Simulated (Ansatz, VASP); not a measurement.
# Sn: VASP beside Ansatz

```
Sn
1.0
    -1.91704    1.91704    1.91704
     1.91704   -1.91704    1.91704
     1.91704    1.91704   -1.91704
Sn
1
Direct
  0.00000 0.00000 0.00000
```

Alike in both runs: functional revPBE; k mesh 12 × 12 × 12; occupations fermi-dirac, width 0.1 eV; no spin polarisation.

Ansatz relaxed the structure, and its values are those at the end. VASP's run is a single point on that final structure, the one shown.

```csv
,VASP,Ansatz
version,VASP 6.6.1,Ansatz 0.2.0
potentials or method,"VASP PAW PBE potentials, release 64 (Sn_d), cutoff 520 eV","plane waves (420 eV) with PAW, scalar-relativistic"
valence electrons in the cell,14,14
```

|  | VASP | Ansatz | Ansatz less VASP |
| --- | --- | --- | --- |
| pressure (GPa) | 0.0 | 0.0 | +0.05 |

VASP's potentials were made for PBE, not for revPBE.
